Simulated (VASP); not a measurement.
# Li in VASP: a series of runs

The runs below take Li through single point, relaxation of cell and atoms, with PBE.

Everything below comes from runs of VASP 6.6.1. Logs are shortened: lines on timing, memory, paths and dates and some standing lists are left out, and cuts for length are marked.

## Step 1: The cell of the first run

Symmetry: Im-3m, No. 229, cubic system. Conventional cell: a = 3.435 Å, b = 3.435 Å, c = 3.435 Å, α = 90.00°, β = 90.00°, γ = 90.00°. Within 3.9 Å of Li (site symmetry m-3m) lie 14 Li at 2.98 to 3.44 Å.

## Step 2: Single point, PBE

Contents of INCAR:

```
  PREC = Accurate
  ENCUT = 520
  EDIFF = 1E-7
  ISMEAR = 0
  SIGMA = 0.1
  LREAL = F
  LASPH = T
  NELM = 100
  ALGO = Fast
  ISIF = 2
  LWAVE = F
  LCHARG = F
  GGA = PE
  NBANDS = 8
```

Contents of KPOINTS:

```
Automatic mesh
0
Gamma
  8 8 8
```

Contents of POSCAR:

```
Li
1.0
   -1.7176386273      1.7176386273      1.7176386273
    1.7176386273     -1.7176386273      1.7176386273
    1.7176386273      1.7176386273     -1.7176386273
Li
1
Direct
    0.0000000000      0.0000000000      0.0000000000
```

Potentials or basis: VASP PAW PBE potentials, release 64 (Li_sv).

On the command line:

```console
> cat potpaw_PBE.64/Li_sv/POTCAR > POTCAR
> mpirun -np 1 vasp_std > vasp.out
```

OUTCAR:

```text
PREC = Accurate
   ENCUT = 520
   EDIFF = 1E-7
   ISMEAR = 0
   LREAL = F
   LASPH = T
   NELM = 100
   ISIF = 2
   GGA = PE

 ion  position               nearest neighbor table
   1  0.000  0.000  0.000-

  LATTYP: Found a body centered cubic cell.
 ALAT       =     3.4352772546

  Lattice vectors:

 A1 = (  -1.7176386273,   1.7176386273,   1.7176386273)
 A2 = (   1.7176386273,  -1.7176386273,   1.7176386273)
 A3 = (   1.7176386273,   1.7176386273,  -1.7176386273)

Analysis of symmetry for initial positions (statically):
=====================================================================
 Subroutine PRICEL returns:
 Original cell was already a primitive cell.

 Routine SETGRP: Setting up the symmetry group for a
 body centered cubic supercell.

 Subroutine GETGRP returns: Found 48 space group operations
 (whereof 48 operations were pure point group operations)
 out of a pool of 48 trial point group operations.

The static configuration has the point symmetry O_h .

Analysis of symmetry for dynamics (positions and initial velocities):
=====================================================================
 Subroutine PRICEL returns:
 Original cell was already a primitive cell.

 Routine SETGRP: Setting up the symmetry group for a
 body centered cubic supercell.

 Subroutine GETGRP returns: Found 48 space group operations
 (whereof 48 operations were pure point group operations)
 out of a pool of 48 trial point group operations.

The dynamic configuration has the point symmetry O_h .

 Subroutine INISYM returns: Found 48 space group operations
 (whereof 48 operations are pure point group operations),
 and found     1 'primitive' translations

----------------------------------------------------------------------------------------

                                     Primitive cell

  volume of cell :      20.2701

  direct lattice vectors                    reciprocal lattice vectors
    -1.717638627  1.717638627  1.717638627     0.000000000  0.291097319  0.291097319
     1.717638627 -1.717638627  1.717638627     0.291097319  0.000000000  0.291097319
     1.717638627  1.717638627 -1.717638627     0.291097319  0.291097319  0.000000000

  length of vectors
     2.975037372  2.975037372  2.975037372     0.411673777  0.411673777  0.411673777

  position of ions in fractional coordinates (direct lattice)
     0.000000000  0.000000000  0.000000000

[... 72 lines left out ...]
   LASPH  =      T    aspherical Exc in radial PAW
   ENCUT  =  520.0 eV  38.22 Ry    6.18 a.u.   5.53  5.53  5.53*2*pi/ulx,y,z
   NELM   =    100;   NELMIN=  2; NELMDL= -5     # of ELM steps
   EDIFF  = 0.1E-06   stopping-criterion for ELM
   LREAL  =      F    real-space projection
   EDIFFG = 0.1E-05   stopping-criterion for IOM
   NSW    =      0    number of steps for IOM
   IBRION =     -1    ionic relax: 0-MD 1-quasi-New 2-CG
   NFREE  =      0    steps in history (QN), initial steepest desc. (CG)
   ISIF   =      2    stress and relaxation
   ISYM   =      2    0-nonsym 1-usesym 2-fastsym
   POTIM  = 0.5000    time-step for ionic-motion
   TEBEG  =    0.0;   TEEND  =   0.0 temperature during run
   PSTRESS=    0.0 pullay stress
   NELECT =       3.0000    total number of electrons
   NUPDOWN=      -1.0000    fix difference up-down
   EMIN   =  10.00;   EMAX   =-10.00  energy-range for DOS
   EFERMI =   0.00;   METHOD = LEGACY
   ISMEAR =     0;   SIGMA  =   0.10  broadening in eV -4-tet -1-fermi 0-gaus
   EFERMI_NEDOS =   21; number of points for ismear=-14 and -15
   IALGO  =     68    algorithm
   IMIX   =      4    mixing-type and parameters
     AMIX     =   0.40;   BMIX     =  1.00
     AMIX_MAG =   1.60;   BMIX_MAG =  1.00
  volume/ion in A,a.u.               =      20.27       136.79
  Fermi-wavevector in a.u.,A,eV,Ry     =   0.865958  1.636423 10.202779  0.749883
  Thomas-Fermi vector in A             =   1.984277
   LORBIT       =      0    0 simple, 1 ext, 2 COOP (PROOUT), +10 PAW based schemes
   GGA     = PE    functional components
   LHFCALC =     F    Hartree Fock is set to
   AEXX    =    0.0000 exact exchange contribution
   IVDW    =     0    specifies the selected vdW correction
   LEPSILON=     F    determine dielectric tensor
   LRPA    =     F    only Hartree local field effects (RPA)
 non-spin polarized calculation
 RMM-DIIS sequential band-by-band and
 Gauss-broadening in eV      SIGMA  =   0.10
  energy-cutoff  :      520.00
  volume of cell :       20.27
 maximum number of plane-waves:       559
 NGX is ok and might be reduce to    24

 number of electron       3.0000000 magnetization

 Free energy of the ion-electron system (eV)
  ---------------------------------------------------
  ext. energy  EPLUGINS =         0.00000000
  ---------------------------------------------------
  free energy    TOTEN  =        -1.89488081 eV

  energy without entropy =       -1.88929600  energy(sigma->0) =       -1.89208841

 E-fermi :   0.6671     XC(G=0):  -7.0441

 val. band max:        0.5962273125   @ k =   0.2500   0.2500   0.0000
 cond. band min:       0.7205656064   @ k =   0.3750   0.1250   0.0000
 fundamental gap:      0.1243382939
 Fermi energy:         0.6670729404

 k-point     1 :       0.0000    0.0000    0.0000
  band No.  band energies     occupation
      1     -45.9044      2.00000
      2      -2.9350      2.00000
      3      15.2303      0.00000
      4      15.2303      0.00000
      5      15.2304      0.00000
      6      20.0019      0.00000
      7      20.0019      0.00000
      8      20.0019      0.00000
[... 243 lines left out ...]
 k-point    24 :      -0.3750    0.3750    0.2500
  band No.  band energies     occupation
      1     -45.8807      2.00000
      2       0.9882      0.00001
      3       6.5264      0.00000
      4       8.0401      0.00000
      5      11.4593      0.00000
      6      13.5097      0.00000
      7      17.8945      0.00000
      8      21.0281      0.00000

 [... further k-points ...]
[... 5 lines left out ...]
  --------------------------------------------------------------------------------------
  -------------------------------------------------------------------------------------
  Total       -0.0041922     -0.0041922     -0.0041922     -0.0000000     -0.0000000     -0.0000000
  in kB       -0.3313552     -0.3313552     -0.3313552     -0.0000000     -0.0000000     -0.0000000
  external PRESSURE =      -0.3313552 kB  Pullay stress =       0.0000000 kB

 VOLUME and BASIS-vectors are now :
 -----------------------------------------------------------------------------
  energy-cutoff  :      520.00
  volume of cell :       20.27
      direct lattice vectors                 reciprocal lattice vectors
    -1.717638627  1.717638627  1.717638627     0.000000000  0.291097319  0.291097319
     1.717638627 -1.717638627  1.717638627     0.291097319  0.000000000  0.291097319
     1.717638627  1.717638627 -1.717638627     0.291097319  0.291097319  0.000000000

 POSITION                                       TOTAL-FORCE (eV/Angst)
 -----------------------------------------------------------------------------------
      0.00000      0.00000      0.00000         0.000000      0.000000      0.000000
 -----------------------------------------------------------------------------------
    total drift:                               -0.000000      0.000000     -0.000000

  FREE ENERGIE OF THE ION-ELECTRON SYSTEM (eV)
  ---------------------------------------------------
  free  energy   TOTEN  =        -1.8948808138 eV

  energy  without entropy=       -1.8892960006  energy(sigma->0) =       -1.89208841
```

stdout:

```text
POSCAR found type information on POSCAR Li
 POSCAR found :  1 types and       1 ions
 scaLAPACK will be used
 LDA part: xc-table for (Slater+PW92), standard interpolation
 POSCAR, INCAR and KPOINTS ok, starting setup
 FFT: planning ... GRIDC
 FFT: planning ... GRID_SOFT
 FFT: planning ... GRID
 WAVECAR not read
 entering main loop
WARNING in EDDRMM: call to ZHEGV failed, returncode =   8  4      4
WARNING in EDDRMM: call to ZHEGV failed, returncode =   8  4      3
```

Run time: 6 s. Hardware: 1 thread of Intel Xeon Platinum 8488C (Sapphire Rapids), shared host; peak memory 0.12 GiB.

What came out:

```
Free energy : -1.8949 eV
```

Levels at points of the mesh, in eV from the Fermi level:
```tsv
k point	band 1	band 2	band 3	band 4
(0.00, 0.00, 0.00)	-46.57	-3.60	14.56	14.56
(0.50, 0.00, 0.00)	-46.55	0.20	3.22	10.32
(0.50, 0.50, 0.50)	-46.54	5.48	5.48	5.48
```

Caveat: the cutoff is under 1.25 times the usual one of these potentials, so pressure, stress and relaxed cells hold a basis-set (Pulay) error.

## Step 3: Single point, PBE

This run uses another cell than the first one: it holds 6 atoms, not 1.

Contents of INCAR:

```
SYSTEM = Li
PREC     = Accurate       ! precision mode
ENCUT    = 520            ! plane-wave cutoff, eV
EDIFF    = 1E-7           ! SCF threshold, eV
ISMEAR   = 0              ! smearing method
SIGMA    = 0.2            ! smearing width, eV
LREAL    = .FALSE.        ! projectors in reciprocal space
LASPH    = .TRUE.         ! aspherical terms in the spheres
NELM     = 80             ! most SCF steps
ALGO     = Fast           ! electronic algorithm
ISIF     = 2              ! what is computed and relaxed
LWAVE    = .FALSE.        ! write WAVECAR
LCHARG   = .TRUE.         ! write CHGCAR
GGA      = PE             ! functional
LELF     = .TRUE.         ! ELF
LVHAR    = .TRUE.       
NBANDS   = 18             ! bands
```

Contents of KPOINTS:

```
Automatic mesh
0
G
  6 6 4
  0 0 0
```

Contents of POSCAR:

```
Li
1.0
    4.8647060665      0.0087574797      0.0009612962
   -2.4248284986      4.2052601144      0.0009343869
   -0.0022040495      0.0016972883      5.9388422870
Li
6
Direct
   -0.0002561109     -0.0002311267      0.5011181032
    0.0000402658      0.0002836176      1.0013199680
    0.6665394489      0.3334288937      0.1670294900
    0.6666789586      0.3334044945      0.6669156385
    0.3335659682      0.6663941269      0.3317649817
    0.3334314692      0.6667199940      0.8318518185
```

Potentials or basis: VASP PAW PBE potentials, release 64 (Li_sv).

On the command line:

```console
> cat potpaw_PBE.64/Li_sv/POTCAR > POTCAR
> mpirun -np 1 vasp_std > vasp.out
```

OUTCAR:

```text
SYSTEM = Li
   PREC = Accurate
   ENCUT = 520
   EDIFF = 1E-7
   ISMEAR = 0
   LREAL = .FALSE.
   LASPH = .TRUE.
   NELM = 80
   ISIF = 2
   GGA = PE

 ion  position               nearest neighbor table
   1  1.000  1.000  0.501-
   2  0.000  0.000  0.001-
   3  0.667  0.333  0.167-
   4  0.667  0.333  0.667-
   5  0.334  0.666  0.332-
   6  0.333  0.667  0.832-

  LATTYP: Found a triclinic cell.
 ALAT       =     4.8542771604
[... 706 lines left out ...]
 [... further k-points ...]
[... 5 lines left out ...]
  --------------------------------------------------------------------------------------
  -------------------------------------------------------------------------------------
  Total       -0.0848899     -0.0714919     -0.0249627     -0.0219637     -0.0058421     -0.0119760
  in kB       -1.1183170     -0.9418145     -0.3288517     -0.2893433     -0.0769627     -0.1577681
  external PRESSURE =      -0.7963278 kB  Pullay stress =       0.0000000 kB

 VOLUME and BASIS-vectors are now :
 -----------------------------------------------------------------------------
  energy-cutoff  :      520.00
  volume of cell :      121.62
      direct lattice vectors                 reciprocal lattice vectors
     4.864706067  0.008757480  0.000961296     0.205349098  0.118407968  0.000042370
    -2.424828499  4.205260114  0.000934387    -0.000427627  0.237550856 -0.000068049
    -0.002204050  0.001697288  5.938842287    -0.000033172 -0.000056541  0.168382990

 POSITION                                       TOTAL-FORCE (eV/Angst)
 -----------------------------------------------------------------------------------
      2.43809      4.21389      2.97796         0.002098      0.001141     -0.002043
     -0.00049      0.00120      0.00784         0.000561     -0.001608     -0.004632
      2.43364      1.40828      0.99291         0.002169     -0.000638     -0.001516
      2.43328      1.40902      3.96166        -0.000018     -0.000918     -0.000058
      0.00608      2.80584      1.97124        -0.003880      0.001574      0.004698
      0.00353      2.80806      4.94118        -0.000930      0.000449      0.003551
 -----------------------------------------------------------------------------------
    total drift:                               -0.000015      0.000007      0.000049

  FREE ENERGIE OF THE ION-ELECTRON SYSTEM (eV)
  ---------------------------------------------------
  free  energy   TOTEN  =       -11.4488040251 eV

  energy  without entropy=      -11.3923192058  energy(sigma->0) =      -11.42056162
```

OSZICAR:

```text
N       E                     dE             d eps       ncg     rms          rms(c)
DAV:   1     0.763516629085E+02    0.76352E+02   -0.75415E+03  2744   0.976E+02
DAV:   2     0.895202018741E+01   -0.67400E+02   -0.64613E+02  3128   0.240E+02
[... 10 lines left out ...]
RMM:  13    -0.114488028003E+02    0.40022E-05   -0.51365E-06  4339   0.138E-02    0.686E-03
RMM:  14    -0.114488054272E+02   -0.26270E-05   -0.35627E-06  4441   0.883E-03    0.467E-03
RMM:  15    -0.114488050903E+02    0.33695E-06   -0.11113E-06  3967   0.537E-03    0.372E-03
RMM:  16    -0.114488042900E+02    0.80028E-06   -0.18751E-07  3171   0.286E-03    0.807E-04
RMM:  17    -0.114488041082E+02    0.18181E-06   -0.12033E-07  3234   0.228E-03    0.211E-04
RMM:  18    -0.114488039615E+02    0.14670E-06   -0.54197E-08  3060   0.187E-03    0.429E-04
RMM:  19    -0.114488040251E+02   -0.63576E-07   -0.29400E-09  2859   0.161E-03
   1 F= -.11448804E+02 E0= -.11420562E+02  d E =-.564848E-01
```

Run time: 3.2 min. Hardware: 1 thread of Intel Xeon Platinum 8488C (Sapphire Rapids), shared host; peak memory 0.29 GiB.

What came out:

| Quantity | Value |
| --- | --- |
| Free energy | -11.4488 eV |
| Largest force | 0.006 eV/Å |
| Band gap on the k mesh | zero (band 9 reaches 3.94 eV, above the bottom of band 10 at -0.53 eV) |

Forces on the atoms (eV/Å):
```
Li   0.002  0.001 -0.002
Li   0.001 -0.002 -0.005
Li   0.002 -0.001 -0.002
Li   0.000 -0.001  0.000
Li  -0.004  0.002  0.005
Li  -0.001  0.000  0.004
```

Caveat: the cutoff is under 1.25 times the usual one of these potentials, so pressure, stress and relaxed cells hold a basis-set (Pulay) error.

## Step 4: Relaxation of cell and atoms, PBE

Contents of INCAR:

```
ALGO = Normal
EDIFF = 1E-7
EDIFFG = -0.01
ENCUT = 600
GGA = PE
IBRION = 2
ISIF = 3
ISMEAR = 0
LASPH = True
LCHARG = False
LREAL = False
LWAVE = False
NELM = 100
NSW = 100
PREC = Accurate
SIGMA = 0.1
```

Contents of KPOINTS:

```
k-points
0
Gamma
  22 22 22
```

Contents of POSCAR:

```
Li
1.0
   -1.7176386273      1.7176386273      1.7176386273
    1.7176386273     -1.7176386273      1.7176386273
    1.7176386273      1.7176386273     -1.7176386273
Li
1
Direct
    0.0000000000      0.0000000000      0.0000000000
```

On the command line:

```console
> cat potpaw_PBE.64/Li_sv/POTCAR > POTCAR
> mpirun -np 1 vasp_std > vasp.out
```

It took 25 s on 1 thread of Intel Xeon Platinum 8488C (Sapphire Rapids), shared host; peak memory 0.15 GiB.

It converged, with:

| Property | Result |
| --- | --- |
| Free energy | -1.9058 eV |
| Relaxed volume | 20.09 Å³/atom |
| Relaxed cell | a = 2.966 Å, b = 2.966 Å, c = 2.966 Å, α = 109.47°, β = 109.47°, γ = 109.47° |
| Space group after relaxing (to 0.05 Å) | Im-3m (No. 229) |
| Energy gained by relaxing | 0.1 meV/atom |
| Ionic steps | 3 |
| Pressure after relaxing | 0.0 GPa |

Final structure:
```
CELL_PARAMETERS angstrom
-1.71258 1.71258 1.71258
1.71258 -1.71258 1.71258
1.71258 1.71258 -1.71258
ATOMIC_POSITIONS crystal
Li 0.00000 0.00000 0.00000
```

Levels at points of the mesh, in eV from the Fermi level:
| k point | band 1 | band 2 | band 3 | band 4 | band 5 |
| --- | --- | --- | --- | --- | --- |
| (0.00, 0.00, 0.00) | -46.52 | -3.58 | 14.69 | 14.69 | 14.69 |
| (0.50, 0.00, 0.00) | -46.50 | 0.24 | 3.28 | 10.42 | 11.90 |
| (0.50, 0.50, 0.50) | -46.48 | 5.55 | 5.55 | 5.55 | 7.81 |

Caveat: the cutoff is under 1.25 times the usual one of these potentials, so pressure, stress and relaxed cells hold a basis-set (Pulay) error.

## Step 5: The runs side by side

```csv
task,cell,k mesh,cutoff (eV),smearing,gap on the mesh (eV)
single point,"a = 2.975 Å, angles 109.5°, 1 atom",8 × 8 × 8,520,gaussian 0.1 eV,none
single point,"a = 4.865, b = 4.854, c = 5.939 Å, angles 90.0, 90.0, 119.9°, 6 atoms",6 × 6 × 4,520,gaussian 0.2 eV,none
relaxation of cell and atoms,"relaxed from a = 2.975 Å, angles 109.5°, 1 atom",22 × 22 × 22,600,gaussian 0.1 eV,none
```

Alike in all rows: level PBE; potentials or basis VASP PAW PBE potentials, release 64 (Li_sv); no spin polarisation.

Caveats: the cutoff is under 1.25 times the usual one of these potentials, so pressure, stress and relaxed cells hold a basis-set (Pulay) error.

Total energies depend on the potentials used, so only differences within one code and one set of settings carry meaning.
